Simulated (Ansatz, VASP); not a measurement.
# NbAs: VASP beside Ansatz

```
CELL_PARAMETERS angstrom
-0.02638 2.63777 2.63777
2.61139 0.00000 2.61139
2.63777 2.63777 -0.02638
ATOMIC_POSITIONS crystal
Nb 0.50000 0.50000 0.50000
As 0.00000 0.00000 0.00000
```

Change from the starting cell: strain e5 = -0.02, atoms carried along.

Alike in both runs: task single point; functional PBE; k mesh 12 × 12 × 12; occupations gaussian, width 0.05 eV; no spin polarisation.

|  | VASP | Ansatz |
| --- | --- | --- |
| version | VASP 6.6.1 | Ansatz 0.2.0 |
| potentials or method | VASP PAW PBE potentials, release 64 (Nb_sv, As), cutoff 520 eV | scalar-relativistic, plane waves, PAW |
| valence electrons in the cell | 18 | 28 |

|  | VASP | Ansatz | Ansatz less VASP |
| --- | --- | --- | --- |
| gap on the k mesh at the Fermi level (eV) | none | none | - |
| pressure (GPa) | -0.1 | -0.1 | -0.02 |
| traceless stress, the component that is largest in VASP (GPa) | 0.22 | 0.22 | +0.003 |

A gap of «none» marks a metal or a gap that the smearing closes. VASP's potentials hold 18 valence electrons a cell and Ansatz's 28, so a difference there can come from the potentials and not from the codes.
